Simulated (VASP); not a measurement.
# GaSb2: single point with PBE

The system is GaSb2.

```
Ga Sb
1.0
    -1.86628    1.86628    5.57961
     1.86628   -1.86628    5.57961
     1.86628    1.86628   -5.57961
Ga Sb
1 2
Direct
  0.00000 0.00000 0.00000
  0.36835 0.36835 0.00000
  0.63165 0.63165 0.00000
```

- Program: VASP 6.6.1
- Task: single point
- Functional: PBE
- Potentials or basis: VASP PAW PBE potentials, release 64 (Ga_d, Sb)
- Cutoff: 520 eV
- k mesh: 18 × 18 × 18
- Occupations: gaussian, width 0.1 eV
- Spin: no spin polarisation

```
Pressure               : 0.0 GPa
Largest force          : 0.024 eV/Å
Band gap on the k mesh : zero (an odd number of electrons rules out a gap without spin polarisation)
```

Forces in eV/Å, atoms in the order of the input:
```
Ga   0.000  0.000  0.000
Sb   0.000  0.000 -0.024
Sb   0.000  0.000  0.024
```

Stress tensor (GPa, compression positive):
```
-0.01  0.00  0.00
 0.00 -0.01  0.00
 0.00  0.00  0.08
```

Levels at points of the mesh, in eV from the Fermi level:
```
           k point  band 7  band 8  band 9  band 10  band 11  band 12  band 13  band 14  band 15  band 16
(0.00, 0.00, 0.00)   -8.41   -5.61   -1.05    -0.60    -0.60     0.91     0.91     1.35     4.29     5.37
(0.50, 0.00, 0.00)   -8.34   -7.16   -4.45    -1.68     0.15     0.95     2.46     3.18     3.32     3.41
(0.50, 0.50, 0.00)   -7.18   -4.94   -4.78    -4.27    -2.77    -1.74    -0.80     0.36     2.08     3.67
(0.50, 0.50, 0.50)  -10.23   -3.05   -1.23    -1.23    -0.22     0.43     2.58     2.58     3.68     4.32
```

Run time: 49 min on 1 thread of Oxide Virtual Turin-like Processor, with other jobs on the host, peak memory 0.81 GiB.

Caveat: spin-orbit coupling is left out, which moves the levels of the heavy elements; an odd number of electrons without spin polarisation forces a metal; a magnetic or distorted state may lie lower.
